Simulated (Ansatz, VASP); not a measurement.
## Bi in VASP and in Ansatz

Contents of POSCAR:

```
Bi
1.0
    3.4271374248      0.0000000000      0.0000000000
   -1.7135687124      2.9679880721      0.0000000000
    0.0000000000      0.0000000000      5.6386070952
Bi
2
Direct
    0.3333333333      0.6666666667      0.2500000000
    0.6666666667      0.3333333333      0.7500000000
```

File INCAR.step1:

```
PREC = Accurate
ENCUT = 520
ISMEAR = -1
SIGMA = 0.1
LREAL = F
LASPH = T
NELM = 80
NBANDS = 22
GGA = PE
ALGO = Normal
EDIFF = 1E-4
LWAVE = T
LCHARG = F
```

File INCAR.step2:

```
PREC = Accurate
ENCUT = 520
EDIFF = 1E-7
ISMEAR = -1
SIGMA = 0.1
LREAL = F
LASPH = T
NELM = 80
ALGO = Normal
ISIF = 2
LWAVE = F
LCHARG = F
METAGGA = R2SCAN
LMIXTAU = T
NBANDS = 22
ISTART = 1
```

File KPOINTS:

```
Automatic mesh
0
Gamma
  12 12 6
```

Input for Ansatz:

```yaml
crystal:
  lattice:
    - [3.4271374248, 0.0, 0.0]
    - [-1.7135687124, 2.9679880721, 0.0]
    - [0.0, 0.0, 5.6386070952]
  atoms:
    - { symbol: Bi, position: [0.3333333333, 0.6666666667, 0.25] }
    - { symbol: Bi, position: [0.6666666667, 0.3333333333, 0.75] }
hamiltonian:
  xc: r2scan
  pseudopotentials:
    kind: paw
    azcp:
      Bi: "pseudopotentials/Bi.paw.azcp"
basis:
  ecutwfc: 500
  fft_grid_basis: typed
kpoints:
  mp_grid: { grid: [12, 12, 6], shift: [0, 0, 0] }
magnetization:
  spin_polarized: false
scf:
  occupations: { method: fermi_dirac, width: 0.1 }
  lower_state_search: "off"
output:
  stress: true
  write_density: true
  write_potential: true
  elf: true
  volumetric_format: npy
```

Alike in both runs: task single point; functional r2SCAN; k mesh 12 × 12 × 6; occupations fermi-dirac, width 0.1 eV; no spin polarisation.

|  | VASP | Ansatz |
| --- | --- | --- |
| version | VASP 6.6.1 | Ansatz 0.2.0 |
| potentials or method | VASP PAW PBE potentials, release 64 (Bi_d), cutoff 520 eV | plane waves (500 eV) with PAW, scalar-relativistic |
| valence electrons in the cell | 30 | 30 |

```csv
,VASP,Ansatz,Ansatz less VASP
pressure (GPa),5.5,5.5,0.00
"traceless stress, the component that is largest in VASP (GPa)",0.45,0.44,-0.007
```

VASP's potentials were made for PBE, not for r2SCAN. With one functional, cell and mesh, what is left measures potentials, basis and numerics.

Spin-orbit coupling is off throughout.
